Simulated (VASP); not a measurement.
BiB: single point with PBE

The system is BiB.

```xyz
2
Lattice="-0.0137 2.7312 2.7312 2.7312 -0.0137 2.7312 2.7312 2.7312 -0.0137" Properties=species:S:1:pos:R:3 pbc="T T T"
B    -0.0015   -0.0015   -0.0015
Bi    1.3636    1.3636    1.3636
```

This cell differs from its parent crystal: strain along [111] -0.8%.

```yaml
Program: VASP 6.6.1
Task: single point
Functional: PBE
Potentials_or_basis: VASP PAW PBE potentials, release 64 (B, Bi_d)
Cutoff: 520 eV
k_mesh: 8 × 8 × 8
Occupations: fermi-dirac, width 0.02 eV
Spin: no spin polarisation
Dipole_correction: no
Further_INCAR_settings: ALGO = Normal; EDIFF = 1e-06; NBANDS = 16
```

The pressure is 1.8 GPa and the largest force is 0.003 eV/Å. The band gap on the k mesh is 0.30 eV, direct.

Forces in eV/Å, atoms in the order of the input:
```
B   -0.002 -0.002 -0.002
Bi   0.002  0.002  0.002
```

Stress tensor (GPa, compression positive):
```
1.83 0.39 0.39
0.39 1.83 0.39
0.39 0.39 1.83
```

Levels at points of the mesh, in eV from the valence-band top:
```csv
k point,band 5,band 6,band 7,band 8,band 9,band 10,band 11,band 12,band 13,band 14
"(0.00, 0.00, 0.00)",-23.09,-14.22,-0.05,-0.05,0.00,0.30,2.76,2.76,2.85,6.22
"(0.50, 0.00, 0.00)",-23.07,-12.15,-7.76,-1.65,-1.62,0.43,4.15,4.18,5.99,8.41
"(0.50, 0.50, 0.00)",-23.06,-11.20,-7.89,-3.55,-3.49,0.83,0.95,8.35,8.68,8.69
"(0.50, 0.50, 0.50)",-23.07,-12.10,-7.75,-1.69,-1.69,0.33,4.12,4.12,5.97,8.43
```

Wall time 82 s on 1 thread of Intel Xeon 8259CL (shared host), peak memory 0.19 GiB.

Caveat: the cell differs from its parent crystal (strain along [111] -0.8%); spin-orbit coupling is left out, which moves the levels of the heavy elements. A k mesh can miss the band edges.
